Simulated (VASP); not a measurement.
Write the native input for VASP 6.6.1 that does the following.

```
Task                   : single point
Functional             : r2SCAN
Potentials or basis    : VASP PAW PBE potentials, release 64 (O, Si)
Cutoff                 : 520 eV
k mesh                 : 6 × 5 × 1
Occupations            : gaussian, width 0.05 eV
Spin                   : no spin polarisation
Dipole correction      : yes
Further INCAR settings : LREAL = Auto; ALGO = Normal; EDIFF = 1e-06; NBANDS = 72
```

System: SiO2, a slab with vacuum.

```
CELL_PARAMETERS angstrom
4.92073 0.00000 0.00000
0.00000 5.41468 0.00000
0.00000 0.00000 24.75050
ATOMIC_POSITIONS crystal
O 0.84120 0.88221 0.30302
O 0.84120 0.45112 0.35262
O 0.22138 0.78445 0.37417
O 0.43742 0.21555 0.39897
O 0.93742 0.11779 0.42885
O 0.72138 0.54888 0.45365
O 0.34120 0.88221 0.47520
O 0.34120 0.45112 0.52480
O 0.72138 0.78445 0.54635
O 0.93742 0.21555 0.57115
O 0.43742 0.11779 0.60103
O 0.22138 0.54888 0.62583
O 0.84120 0.88221 0.64738
O 0.84120 0.45112 0.69698
Si 0.03114 0.66667 0.32782
Si 0.73443 0.33333 0.40855
Si 0.23443 0.00000 0.41927
Si 0.53114 0.66667 0.50000
Si 0.23443 0.33333 0.58073
Si 0.73443 0.00000 0.59145
Si 0.03114 0.66667 0.67218
```

One way to write it, as run:

POSCAR

```
SiO2
1.0
    4.9207348796      0.0000000000      0.0000000000
    0.0000000000      5.4146761696      0.0000000000
    0.0000000000      0.0000000000     24.7505006193
O Si
14 7
Direct
    0.8411971015      0.8822130097      0.3030241737
    0.8411971015      0.4511203237      0.3526206573
    0.2213811085      0.7844536570      0.3741697874
    0.4374217900      0.2155463430      0.3989680292
    0.9374217900      0.1177869903      0.4288543863
    0.7213811085      0.5488796763      0.4536526281
    0.3411971015      0.8822130097      0.4752017582
    0.3411971015      0.4511203237      0.5247982418
    0.7213811085      0.7844536570      0.5463473719
    0.9374217900      0.2155463430      0.5711456137
    0.4374217900      0.1177869903      0.6010319708
    0.2213811085      0.5488796763      0.6258302126
    0.8411971015      0.8822130097      0.6473793427
    0.8411971015      0.4511203237      0.6969758263
    0.0311416348      0.6666666667      0.3278224155
    0.7344291826      0.3333333333      0.4085493163
    0.2344291826      0.0000000000      0.4192730992
    0.5311416348      0.6666666667      0.5000000000
    0.2344291826      0.3333333333      0.5807269008
    0.7344291826      0.0000000000      0.5914506837
    0.0311416348      0.6666666667      0.6721775845
```

INCAR.step1

```
PREC     = Accurate       # precision mode
ENCUT    = 520            # plane-wave cutoff, eV
ISMEAR   = 0              # smearing method
SIGMA    = 0.05           # smearing width, eV
LREAL    = Auto         
LASPH    = T              # aspherical terms in the spheres
NELM     = 60             # most SCF steps
LDIPOL   = T            
IDIPOL   = 3            
DIPOL    = 0.5 0.5 0.500
NBANDS   = 72             # bands
GGA      = PE             # functional
ALGO     = Normal         # electronic algorithm
EDIFF    = 1E-4           # SCF threshold, eV
LWAVE    = T              # write WAVECAR
LCHARG   = F              # write CHGCAR
```

INCAR.step2

```
PREC     = Accurate       # precision mode
ENCUT    = 520            # plane-wave cutoff, eV
EDIFF    = 1E-6           # SCF threshold, eV
ISMEAR   = 0              # smearing method
SIGMA    = 0.05           # smearing width, eV
LREAL    = Auto         
LASPH    = T              # aspherical terms in the spheres
NELM     = 60             # most SCF steps
ALGO     = Normal         # electronic algorithm
ISIF     = 2              # what is computed and relaxed
LWAVE    = F              # write WAVECAR
LCHARG   = F              # write CHGCAR
LDIPOL   = T            
IDIPOL   = 3            
DIPOL    = 0.5 0.5 0.500
METAGGA  = R2SCAN         # meta-GGA
LMIXTAU  = T            
NBANDS   = 72             # bands
ISTART   = 1
```

KPOINTS

```
regular mesh
0
Gamma
  6 5 1
```

Potentials or basis: VASP PAW PBE potentials, release 64 (O, Si).

The run is started by

```console
$ cat potpaw_PBE.64/O/POTCAR potpaw_PBE.64/Si/POTCAR > POTCAR
$ cp INCAR.step1 INCAR
$ mpirun -np 1 vasp_std > vasp.out
$ cp INCAR.step2 INCAR
$ mpirun -np 1 vasp_std > vasp.out
```

Results of the run:

- Largest force: 5.999 eV/Å
- Band gap on the k mesh: 1.71 eV

Caveat: the PAW data sets were made with another functional, which shifts forces and pressure a little.

Wall time 52 min on 1 thread of Oxide Virtual Turin-like Processor (shared host), peak memory 0.88 GiB.
